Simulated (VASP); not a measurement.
Here is a VASP 6.6.1 calculation.

File INCAR:

```
SYSTEM = YSi2
PREC = Accurate
ENCUT = 520
EDIFF = 1E-7
ISMEAR = 1
SIGMA = 0.1
LREAL = .False.
LASPH = .True.
NELM = 60
ALGO = Normal
ISIF = 2
LWAVE = .False.
LCHARG = .True.
GGA = B5
ALDAX = 1.0
AGGAX = 1.0
AGGAC = 1.0
ALDAC = 0.0
LELF = .True.
LVHAR = .True.
NBANDS = 16
```

KPOINTS

```
Automatic mesh
0
Gamma
  9 9 7
  0 0 0
```

The input POSCAR:

```
YSi2
1.0
    3.8500000000      0.0000000000      0.0000000000
   -1.9250000000      3.3341978000      0.0000000000
    0.0000000000      0.0000000000      4.1400000000
Y Si
1 2
Direct
    0.0000000000      0.0000000000      0.0000000000
    0.3333333333      0.6666666667      0.5000000000
    0.6666666667      0.3333333333      0.5000000000
```

Potentials or basis: VASP PAW PBE potentials, release 64 (Y_sv, Si).

Run with:

```bash
$ cat potpaw_PBE.64/Y_sv/POTCAR potpaw_PBE.64/Si/POTCAR > POTCAR
$ mpirun -np 1 vasp_std > vasp.out
```

**Question.** Estimate the pressure.

**Answer.** 14.9 GPa.

Stress tensor (GPa, compression positive):
```
19.66  0.00  0.00
 0.00 19.66  0.00
 0.00  0.00  5.36
```

Caveat: the PAW data sets were made with another functional, which shifts forces and pressure a little.
